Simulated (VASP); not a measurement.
# Si (Fd-3m) in VASP: further runs, part 2 of 2

VASP 6.6.1.

## (5) Single point, LDA

INCAR reads:

```
SYSTEM = Si
PREC = Accurate
ENCUT = 520
EDIFF = 1E-6
ISMEAR = -1
SIGMA = 0.1
LREAL = .FALSE.
LASPH = .TRUE.
NELM = 80
ALGO = Normal
ISIF = 2
LWAVE = .FALSE.
LCHARG = .FALSE.
NBANDS = 11
```

KPOINTS reads:

```
regular mesh
0
G
  13 13 13
  0 0 0
```

POSCAR reads:

```
Si
1.0
    0.0000000000      2.7008806138      2.7008806138
    2.7008806138      0.0000000000      2.7008806138
    2.7008806138      2.7008806138      0.0000000000
Si
2
Direct
   -0.1250000000     -0.1250000000     -0.1250000000
    0.1250000000      0.1250000000      0.1250000000
```

Potentials or basis: VASP PAW LDA potentials, release 64 (Si).

Run with:

```sh
$ cat potpaw_LDA.64/Si/POTCAR > POTCAR
$ mpirun -np 1 vasp_std > vasp.out
```

OUTCAR:

```text
SYSTEM = Si
   PREC = Accurate
   ENCUT = 520
   EDIFF = 1E-6
   ISMEAR = -1
   LREAL = .FALSE.
   LASPH = .TRUE.
   NELM = 80
   ISIF = 2

 ion  position               nearest neighbor table
   1  0.875  0.875  0.875-   2 2.34   2 2.34   2 2.34   2 2.34
   2  0.125  0.125  0.125-   1 2.34   1 2.34   1 2.34   1 2.34

  LATTYP: Found a face centered cubic cell.
 ALAT       =     5.4017612276

  Lattice vectors:

 A1 = (   0.0000000000,   2.7008806138,   2.7008806138)
 A2 = (   2.7008806138,   0.0000000000,   2.7008806138)
 A3 = (   2.7008806138,   2.7008806138,   0.0000000000)

Analysis of symmetry for initial positions (statically):
=====================================================================
 Subroutine PRICEL returns:
 Original cell was already a primitive cell.

 Routine SETGRP: Setting up the symmetry group for a
 face centered cubic supercell.

 Subroutine GETGRP returns: Found 48 space group operations
 (whereof 12 operations were pure point group operations)
 out of a pool of 48 trial point group operations.

The static configuration has the point symmetry D_3d.
 The point group associated with its full space group is O_h .

Analysis of symmetry for dynamics (positions and initial velocities):
=====================================================================
 Subroutine PRICEL returns:
 Original cell was already a primitive cell.

 Routine SETGRP: Setting up the symmetry group for a
 face centered cubic supercell.

 Subroutine GETGRP returns: Found 48 space group operations
 (whereof 12 operations were pure point group operations)
 out of a pool of 48 trial point group operations.

The dynamic configuration has the point symmetry D_3d.
 The point group associated with its full space group is O_h .

 Subroutine INISYM returns: Found 48 space group operations
 (whereof 12 operations are pure point group operations),
 and found     1 'primitive' translations

----------------------------------------------------------------------------------------

                                     Primitive cell

[... 113 lines left out ...]
  Thomas-Fermi vector in A             =   2.091616
   LORBIT       =      0    0 simple, 1 ext, 2 COOP (PROOUT), +10 PAW based schemes
   GGA     = CA    functional components
   LHFCALC =     F    Hartree Fock is set to
   AEXX    =    0.0000 exact exchange contribution
   IVDW    =     0    specifies the selected vdW correction
   LEPSILON=     F    determine dielectric tensor
   LRPA    =     F    only Hartree local field effects (RPA)
 non-spin polarized calculation
  energy-cutoff  :      520.00
  volume of cell :       39.40
 maximum number of plane-waves:      1075
   NGX = 15   NGY = 15   NGZ = 15

 number of electron       8.0000001 magnetization

 Free energy of the ion-electron system (eV)
  ---------------------------------------------------
  ext. energy  EPLUGINS =         0.00000000
  ---------------------------------------------------
  free energy    TOTEN  =       -11.92012802 eV

  energy without entropy =      -11.91882578  energy(sigma->0) =      -11.91947690

 E-fermi :   6.1486     XC(G=0):  -9.6664

 val. band max:        5.9333391971   @ k =   0.0000   0.0000   0.0000
 cond. band min:       6.4067536657   @ k =   0.3846   0.3846   0.0000
 fundamental gap:      0.4734144686
 Fermi energy:         6.1485613655

 k-point     1 :       0.0000    0.0000    0.0000
  band No.  band energies     occupation
      1      -6.1336      2.00000
      2       5.9333      1.79175
      3       5.9333      1.79175
      4       5.9333      1.79175
      5       8.4648      0.00000
      6       8.4648      0.00000
      7       8.4648      0.00000
      8       9.3268      0.00000
      9      13.6700      0.00000
     10      13.6700      0.00000
     11      13.6801      0.00000
[... 309 lines left out ...]
 k-point    24 :       0.4615    0.1538    0.0000
  band No.  band energies     occupation
      1      -3.8687      2.00000
      2      -0.4260      2.00000
      3       3.3967      2.00000
      4       4.1585      2.00000
      5       7.9391      0.00000
      6       9.8498      0.00000
      7      10.4715      0.00000
      8      11.9377      0.00000
      9      15.3004      0.00000
     10      16.7288      0.00000
     11      17.4807      0.00000

 [... further k-points ...]
[... 5 lines left out ...]
  --------------------------------------------------------------------------------------
  -------------------------------------------------------------------------------------
  Total        0.0117500      0.0117500      0.0117500     -0.0000000      0.0000000     -0.0000000
  in kB        0.4777529      0.4777529      0.4777529     -0.0000000      0.0000000     -0.0000000
  external PRESSURE =       0.4777529 kB  Pullay stress =       0.0000000 kB

 VOLUME and BASIS-vectors are now :
 -----------------------------------------------------------------------------
  energy-cutoff  :      520.00
  volume of cell :       39.40
      direct lattice vectors                 reciprocal lattice vectors
     0.000000000  2.700880614  2.700880614    -0.185124806  0.185124806  0.185124806
     2.700880614  0.000000000  2.700880614     0.185124806 -0.185124806  0.185124806
     2.700880614  2.700880614  0.000000000     0.185124806  0.185124806 -0.185124806

 POSITION                                       TOTAL-FORCE (eV/Angst)
 -----------------------------------------------------------------------------------
      4.72654      4.72654      4.72654        -0.000000      0.000000     -0.000000
      0.67522      0.67522      0.67522         0.000000     -0.000000      0.000000
 -----------------------------------------------------------------------------------
    total drift:                               -0.000000     -0.000000     -0.000000

  FREE ENERGIE OF THE ION-ELECTRON SYSTEM (eV)
  ---------------------------------------------------
  free  energy   TOTEN  =       -11.9201280218 eV

  energy  without entropy=      -11.9188257818  energy(sigma->0) =      -11.91947690
```

OSZICAR:

```text
N       E                     dE             d eps       ncg     rms          rms(c)
DAV:   1     0.469141725359E+01    0.46914E+01   -0.31515E+03  1848   0.585E+02
DAV:   2    -0.116372281712E+02   -0.16329E+02   -0.15686E+02  2410   0.811E+01
DAV:   3    -0.121869169703E+02   -0.54969E+00   -0.52518E+00  2432   0.127E+01
DAV:   4    -0.121913836612E+02   -0.44667E-02   -0.44662E-02  2207   0.138E+00
DAV:   5    -0.121914260236E+02   -0.42362E-04   -0.42362E-04  2356   0.132E-01    0.511E+00
DAV:   6    -0.120042428565E+02    0.18718E+00   -0.10940E-01  2127   0.131E+00    0.306E+00
DAV:   7    -0.119199867551E+02    0.84256E-01   -0.19273E-01  2111   0.179E+00    0.244E-01
DAV:   8    -0.119201564422E+02   -0.16969E-03   -0.82588E-03  2147   0.494E-01    0.839E-02
DAV:   9    -0.119201228305E+02    0.33612E-04   -0.23898E-04  2239   0.814E-02    0.638E-02
DAV:  10    -0.119201281692E+02   -0.53387E-05   -0.17510E-05  2181   0.245E-02    0.292E-02
DAV:  11    -0.119201280218E+02    0.14744E-06   -0.98070E-07  1460   0.534E-03
   1 F= -.11920128E+02 E0= -.11919477E+02  d E =-.130224E-02
```

stdout:

```text
POSCAR found type information on POSCAR Si
 POSCAR found :  1 types and       2 ions
 scaLAPACK will be used
 LDA part: xc-table for (Slater(with rela. corr.)+CA(PZ))
 , standard interpolation
 POSCAR, INCAR and KPOINTS ok, starting setup
 FFT: planning ... GRIDC
 FFT: planning ... GRID_SOFT
 FFT: planning ... GRID
 WAVECAR not read
 entering main loop
```

Wall time 47 s (1 thread of Intel Xeon 8259CL, shared host); peak memory 0.15 GiB.

What came out:

```
Free energy            : -11.9201 eV
Pressure               : 0.0 GPa
Band gap on the k mesh : 0.47 eV, indirect (least direct gap 2.53 eV)
```

A k mesh can miss the band edges. Expect the measured gap to be larger: semilocal functionals such as LDA lack the derivative discontinuity.
